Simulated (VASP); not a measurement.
Set up this calculation in VASP 6.6.1, as the native input.

```yaml
Task: single point
Functional: PBE
Potentials_or_basis: VASP PAW PBE potentials, release 64 (Zr_sv, O)
Cutoff: 520 eV
k_mesh: 8 × 8 × 8
Occupations: gaussian, width 0.02 eV
Spin: no spin polarisation
Dipole_correction: no
k_mesh_for_the_DOS: 12 × 12 × 12
Occupations_for_the_DOS: tetrahedron
Further_INCAR_settings: ALGO = Normal; EDIFF = 1e-06
```

Crystal: ZrO2.

```
Zr O
1.0
     0.00000    2.55790    2.55790
     2.55790    0.00000    2.55790
     2.55790    2.55790    0.00000
Zr O
1 2
Direct
  0.00000 0.00000 0.00000
  0.25000 0.25000 0.25000
  0.75000 0.75000 0.75000
```

These files were run (other wordings do the same):

POSCAR

```
ZrO2
1.0
    0.0000000000      2.5578982015      2.5578982015
    2.5578982015      0.0000000000      2.5578982015
    2.5578982015      2.5578982015      0.0000000000
Zr O
1 2
Direct
    0.0000000000      0.0000000000      0.0000000000
    0.2500000000      0.2500000000      0.2500000000
    0.7500000000      0.7500000000      0.7500000000
```

INCAR.step1

```
ALGO = Normal
EDIFF = 1E-6
ENCUT = 520
GGA = PE
GGA_COMPAT = False
ISIF = 2
ISMEAR = 0
LASPH = True
LCHARG = True
LMAXMIX = 4
LORBIT = 11
LREAL = False
LWAVE = False
NBANDS = 19
NEDOS = 2001
NELM = 120
PREC = Accurate
SIGMA = 0.02
```

KPOINTS.step1

```
k-points
0
Gamma
  8 8 8
```

INCAR.step2

```
ALGO = Normal
EDIFF = 1E-6
ENCUT = 520
GGA = PE
GGA_COMPAT = False
ICHARG = 11
ISIF = 2
ISMEAR = -5
LASPH = True
LCHARG = False
LMAXMIX = 4
LORBIT = 11
LREAL = False
LWAVE = False
NEDOS = 2001
NELM = 120
PREC = Accurate
SIGMA = 0.02
```

KPOINTS.step2

```
k-points
0
Gamma
  12 12 12
```

Potentials or basis: VASP PAW PBE potentials, release 64 (Zr_sv, O).

Command:

```bash
$ cat potpaw_PBE.64/Zr_sv/POTCAR potpaw_PBE.64/O/POTCAR > POTCAR
$ cp INCAR.step1 INCAR
$ cp KPOINTS.step1 KPOINTS
$ mpirun -np 1 vasp_std > vasp.out
$ cp INCAR.step2 INCAR
$ cp KPOINTS.step2 KPOINTS
$ mpirun -np 1 vasp_std > vasp.out
```

It gave:

```json
{"Valence electrons inside the program's atomic spheres": "Zr 9.50; O 5.09"}
```

Wall time 22 s on 1 thread of Intel(R) Xeon(R) 6975P-C (Granite Rapids), with other jobs on the host, peak memory 0.17 GiB.
